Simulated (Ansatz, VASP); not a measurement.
## HfO2 in VASP and in Ansatz

```
CELL_PARAMETERS angstrom
0.00000 2.55750 2.55750
2.55750 0.00000 2.55750
2.55750 2.55750 0.00000
ATOMIC_POSITIONS crystal
Hf 0.00000 0.00000 0.00000
O 0.75000 0.75000 0.75000
O 0.25000 0.25000 0.25000
```

Alike in both runs: task relaxation of cell and atoms; functional PBE; k mesh 9 × 9 × 9; occupations fermi-dirac, width 0.05 eV; no spin polarisation; Hubbard terms Hf d U = 5.0 eV.

|  | VASP | Ansatz |
| --- | --- | --- |
| version | VASP 6.6.1 | Ansatz 0.2.0 |
| potentials or method | VASP PAW PBE potentials, release 64 (Hf_pv, O) | Ansatz PAW |
| plane-wave cutoff (eV) | 600 | 420 |
| valence electrons in the cell | 22 | 38 |

VASP gave:

* gap on the k mesh at the Fermi level, each at its own relaxed structure (eV): 4.38
* relaxed volume (Å³/atom): 11.48
* relaxed length of the cell vector where the two differ most in proportion (Å): 3.652

Problem. What did Ansatz give for the same quantities?

Solution. gap on the k mesh at the Fermi level, each at its own relaxed structure (eV): 4.70; relaxed volume (Å³/atom): 11.39; relaxed length of the cell vector where the two differ most in proportion (Å): 3.642.

The programs project onto different local orbitals, so the same U acts differently, and such runs can settle in different states. VASP's potentials hold 22 valence electrons a cell and Ansatz's 38, so a difference there can come from the potentials and not from the codes.

Spin-orbit coupling is off throughout. Noted on Ansatz's run: odd divisions of the mesh miss points on the zone boundary, where band edges often lie, so the gap on the mesh can be too wide; the plane-wave basis is chosen anew once the cell has moved, so the energies of steps on either side of that aren't comparable.
